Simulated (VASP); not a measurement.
# Cu (P6/mmm) in VASP: notebook, part 2 of 2

VASP 6.6.1. Earlier steps stand in the parts before.

**3. Relaxation of cell and atoms, PBE**

This run uses another cell than the first one, of 11.95 Å³/atom, 1.115 times its volume.

The input, INCAR:

```
SYSTEM = Cu
PREC     = Accurate       ! precision mode
ENCUT    = 600            ! plane-wave cutoff, eV
EDIFF    = 1E-6           ! SCF threshold, eV
ISMEAR   = -1             ! smearing method
SIGMA    = 0.08           ! smearing width, eV
LREAL    = .False.        ! projectors in reciprocal space
LASPH    = .True.         ! aspherical terms in the spheres
NELM     = 100            ! most SCF steps
ALGO     = Normal         ! electronic algorithm
ISIF     = 3              ! what is computed and relaxed
LWAVE    = .False.        ! write WAVECAR
LCHARG   = .False.        ! write CHGCAR
GGA      = PE             ! functional
IBRION   = 2              ! ionic algorithm
NSW      = 60             ! ionic steps
EDIFFG   = -0.005         ! ionic threshold
```

The input, KPOINTS:

```
Automatic mesh
0
Gamma
  9 9 12
  0 0 0
```

The input, POSCAR:

```
Cu
1.0
    4.0568499635      0.0000000000      0.0000000000
   -2.0284249817      3.5133351277      0.0000000000
    0.0000000000      0.0000000000      2.5152469774
Cu
3
Direct
    0.0000000000      0.0000000000      0.0000000000
    0.3333333333      0.6666666667      0.5000000000
    0.6666666667      0.3333333333      0.5000000000
```

Potentials or basis: VASP PAW PBE potentials, release 64 (Cu).

Run with:

```sh
> cat potpaw_PBE.64/Cu/POTCAR > POTCAR
> mpirun -np 1 vasp_std > vasp.out
```

It took 4.4 min on 1 thread of Intel Xeon 6975P-C, shared host; peak memory 0.2 GiB.

It converged, with:

```yaml
Free_energy: -10.9647 eV
Relaxed_volume: 12.23 Å³/atom
Relaxed_cell: a = 4.136 Å, b = 4.136 Å, c = 2.476 Å, α = 90.00°, β = 90.00°, γ = 120.00°
Space_group_after_relaxing_to_0.05_Å: P6/mmm (No. 191)
Energy_gained_by_relaxing: 10.0 meV/atom
Ionic_steps: 13
Pressure_after_relaxing: 0.0 GPa
```

Stress tensor (GPa, compression positive):
```
 0.06  0.00  0.00
 0.00  0.06  0.00
 0.00  0.00 -0.03
```

Step by step:
```csv
step,energy change (eV),largest force (eV/Å),pressure (GPa),volume (Å³)
1,0.0000,0.0000,3.50,35.85
2,-0.0262,0.0000,-1.80,37.21
3,-0.0268,0.0000,-1.03,37.02
4,-0.0268,0.0000,-1.19,37.05
5,-0.0300,0.0000,-0.09,36.72
6,-0.0300,0.0000,0.00,36.72
7,-0.0300,0.0000,-0.09,36.74
8,-0.0300,0.0000,-0.13,36.71
9,-0.0299,0.0000,0.27,36.63
10,-0.0300,0.0000,-0.07,36.70
11,-0.0300,0.0000,0.11,36.66
12,-0.0300,0.0000,0.04,36.68
13,-0.0300,0.0000,0.03,36.68
```

Final structure:
```xyz
3
Lattice="4.1359 0.0000 0.0000 -2.0679 3.5818 0.0000 0.0000 0.0000 2.4761" Properties=species:S:1:pos:R:3 pbc="T T T"
Cu    0.0000    0.0000    0.0000
Cu    0.0000    2.3879    1.2380
Cu    2.0679    1.1939    1.2380
```

Levels at points of the mesh, in eV from the Fermi level:
```csv
k point,band 13,band 14,band 15,band 16,band 17,band 18,band 19,band 20
"(0.00, 0.00, 0.00)",-2.30,-2.30,-1.56,-1.56,4.44,4.44,4.46,4.46
"(0.00, 0.00, 0.50)",-1.70,-1.70,-1.28,-0.30,0.31,8.10,8.46,8.46
```

**4. Single point, PBE**

This run uses another cell than the first one, of 5.23 Å³/atom, 0.489 times its volume.

The input, INCAR:

```
SYSTEM = Cu
PREC     = Accurate       ! precision mode
ENCUT    = 520            ! plane-wave cutoff, eV
EDIFF    = 1E-6           ! SCF threshold, eV
ISMEAR   = -1             ! smearing method
SIGMA    = 0.08           ! smearing width, eV
LREAL    = .False.        ! projectors in reciprocal space
LASPH    = .True.         ! aspherical terms in the spheres
NELM     = 100            ! most SCF steps
ALGO     = Normal         ! electronic algorithm
ISIF     = 2              ! what is computed and relaxed
LWAVE    = .False.        ! write WAVECAR
LCHARG   = .False.        ! write CHGCAR
GGA      = PE             ! functional
NBANDS   = 24             ! bands
```

The input, KPOINTS:

```
regular mesh
0
Gamma
  9 9 12
  0 0 0
```

The input, POSCAR:

```
Cu
1.0
    3.1168452255      0.0000000000      0.0000000000
   -1.5584226127      2.6992671450      0.0000000000
    0.0000000000      0.0000000000      1.8666805769
Cu
3
Direct
    0.0000000000      0.0000000000      0.0000000000
    0.3333333333      0.6666666667      0.5000000000
    0.6666666667      0.3333333333      0.5000000000
```

Run with:

```sh
> cat potpaw_PBE.64/Cu/POTCAR > POTCAR
> mpirun -np 1 vasp_std > vasp.out
```

It took 17 s on 1 thread of Intel Xeon 6975P-C, shared host; peak memory 0.14 GiB.

The run converged, but its numbers aren't listed here, since they failed a check.

**5. Single point, PBE**

The input, INCAR:

```
ALGO = Normal ; EDIFF = 1E-7
ENCUT = 520 ; GGA = PE
ISIF = 2 ; ISMEAR = -1
LASPH = True ; LCHARG = False
LREAL = False ; LWAVE = False
NBANDS = 24 ; NELM = 60
PREC = Accurate ; SIGMA = 0.08
```

The input, KPOINTS:

```
k-points
0
Gamma
  9 9 12
```

POSCAR is that of step 4.

Run with:

```sh
> cat potpaw_PBE.64/Cu/POTCAR > POTCAR
> mpirun -np 1 vasp_std > vasp.out
```

Run time: 20 s. Hardware: 1 thread of Intel Xeon 6975P-C, shared host; peak memory 0.14 GiB.

The run converged, but its numbers aren't listed here, since they failed a check.

**6. Single point, PBE**

This run uses another cell than the first one, of 6.09 Å³/atom, 0.568 times its volume.

The input, INCAR:

```
SYSTEM = Cu
PREC     = Accurate       ! precision mode
ENCUT    = 520            ! plane-wave cutoff, eV
EDIFF    = 1E-6           ! SCF threshold, eV
ISMEAR   = -1             ! smearing method
SIGMA    = 0.08           ! smearing width, eV
LREAL    = .FALSE.        ! projectors in reciprocal space
LASPH    = .TRUE.         ! aspherical terms in the spheres
NELM     = 80             ! most SCF steps
ALGO     = Normal         ! electronic algorithm
ISIF     = 2              ! what is computed and relaxed
LWAVE    = .FALSE.        ! write WAVECAR
LCHARG   = .FALSE.        ! write CHGCAR
GGA      = PE             ! functional
NBANDS   = 24             ! bands
```

The input, KPOINTS:

```
regular mesh
0
G
  9 9 12
  0 0 0
```

The input, POSCAR:

```
Cu
1.0
    3.2774109297      0.0000000000      0.0000000000
   -1.6387054648      2.8383211238      0.0000000000
    0.0000000000      0.0000000000      1.9630901127
Cu
3
Direct
    0.0000000000      0.0000000000      0.0000000000
    0.3333333333      0.6666666667      0.5000000000
    0.6666666667      0.3333333333      0.5000000000
```

Potentials or basis: VASP PAW PBE potentials, release 64 (Cu).

Run with:

```sh
> cat potpaw_PBE.64/Cu/POTCAR > POTCAR
> mpirun -np 1 vasp_std > vasp.out
```

OUTCAR:

```text
SYSTEM = Cu
   PREC = Accurate
   ENCUT = 520
   EDIFF = 1E-6
   ISMEAR = -1
   LREAL = .FALSE.
   LASPH = .TRUE.
   NELM = 80
   ISIF = 2
   GGA = PE

 ion  position               nearest neighbor table
   1  0.000  0.000  0.000-   2 2.13   3 2.13   2 2.13   3 2.13   3 2.13   3 2.13   2 2.13   2 2.13
                             3 2.13   3 2.13   2 2.13   2 2.13
   2  0.333  0.667  0.500-   3 1.89   3 1.89   3 1.89   1 2.13   1 2.13   1 2.13   1 2.13   1 2.13
                             1 2.13   3 2.73   3 2.73   3 2.73   3 2.73   3 2.73   3 2.73
   3  0.667  0.333  0.500-   2 1.89   2 1.89   2 1.89   1 2.13   1 2.13   1 2.13   1 2.13   1 2.13
                             1 2.13   2 2.73   2 2.73   2 2.73   2 2.73   2 2.73   2 2.73
[... 848 lines left out ...]
  -------------------------------------------------------------------------------------
  Total       59.6017023     59.6017023     59.4955358      0.0000000     -0.0000000      0.0000000
  in kB     5229.2160268   5229.2160269   5219.9014047      0.0000001     -0.0000000      0.0000000
  external PRESSURE =    5226.1111528 kB  Pullay stress =       0.0000000 kB

 VOLUME and BASIS-vectors are now :
 -----------------------------------------------------------------------------
  energy-cutoff  :      520.00
  volume of cell :       18.26
      direct lattice vectors                 reciprocal lattice vectors
     3.277410930  0.000000000  0.000000000     0.305118895  0.176160476  0.000000000
    -1.638705465  2.838321124  0.000000000     0.000000000  0.352320952  0.000000000
     0.000000000  0.000000000  1.963090113     0.000000000  0.000000000  0.509400966

 POSITION                                       TOTAL-FORCE (eV/Angst)
 -----------------------------------------------------------------------------------
      0.00000      0.00000      0.00000         0.000000      0.000000      0.000000
     -0.00000      1.89221      0.98155         0.000000      0.000000      0.000000
      1.63871      0.94611      0.98155        -0.000000      0.000000      0.000000
 -----------------------------------------------------------------------------------
    total drift:                                0.000000      0.000000      0.000000

  FREE ENERGIE OF THE ION-ELECTRON SYSTEM (eV)
  ---------------------------------------------------
  free  energy   TOTEN  =         4.2079792566 eV

  energy  without entropy=        4.2197207616  energy(sigma->0) =        4.21385001
```

OSZICAR:

```text
N       E                     dE             d eps       ncg     rms          rms(c)
DAV:   1     0.217152416191E+03    0.21715E+03   -0.13792E+04  4856   0.280E+03
DAV:   2     0.177937193160E+02   -0.19936E+03   -0.18490E+03  4032   0.385E+02
DAV:   3     0.214403310897E+01   -0.15650E+02   -0.15389E+02  4512   0.136E+02
DAV:   4     0.188575518223E+01   -0.25828E+00   -0.25814E+00  4696   0.210E+01
DAV:   5     0.187946911819E+01   -0.62861E-02   -0.62858E-02  5160   0.323E+00    0.117E+01
DAV:   6     0.374030782369E+01    0.18608E+01   -0.31442E+00  4952   0.575E+01    0.246E+00
DAV:   7     0.405301748849E+01    0.31271E+00   -0.35768E-01  5792   0.357E+01    0.200E+00
DAV:   8     0.414661161745E+01    0.93594E-01   -0.80616E-02  6560   0.196E+01    0.112E+00
DAV:   9     0.420694279385E+01    0.60331E-01   -0.10820E-02  6392   0.167E+00    0.152E-01
DAV:  10     0.420800002502E+01    0.10572E-02   -0.62532E-04  7296   0.448E-01    0.319E-02
DAV:  11     0.420797197800E+01   -0.28047E-04   -0.35136E-05  5376   0.839E-02    0.902E-03
DAV:  12     0.420797710727E+01    0.51293E-05   -0.16836E-06  4104   0.420E-02    0.247E-03
DAV:  13     0.420797939100E+01    0.22837E-05   -0.30002E-07  2608   0.106E-02    0.651E-04
DAV:  14     0.420797925658E+01   -0.13442E-06   -0.91935E-08  2552   0.800E-03
   1 F= 0.42079793E+01 E0= 0.42138500E+01  d E =-.117415E-01
```

Wall time 24 s (1 thread of Intel Xeon 6975P-C, shared host); peak memory 0.15 GiB.

Results:

- Free energy: 4.2080 eV
- Pressure: 522.6 GPa

**7. Overview**

| task | cell | cutoff (eV) | gap on the mesh (eV) | pressure (GPa) |
| --- | --- | --- | --- | --- |
| relaxation of shape and atoms at fixed volume | relaxed from a = 3.958, b = 3.958, c = 2.369 Å, angles 90.0, 90.0, 120.0°, 3 atoms | 600 | none | 24.3 |
| relaxation of cell and atoms | relaxed from a = 4.057, b = 4.057, c = 2.515 Å, angles 90.0, 90.0, 120.0°, 3 atoms | 600 | none | 0.0 |
| single point | a = 3.277, b = 3.277, c = 1.963 Å, angles 90.0, 90.0, 120.0°, 3 atoms | 520 | none | 522.6 |

Alike in all rows: level PBE; potentials or basis VASP PAW PBE potentials, release 64 (Cu); no spin polarisation; k mesh 9 × 9 × 12; smearing fermi-dirac 0.08 eV.

Absolute energies hang on the potentials; compare differences alone.
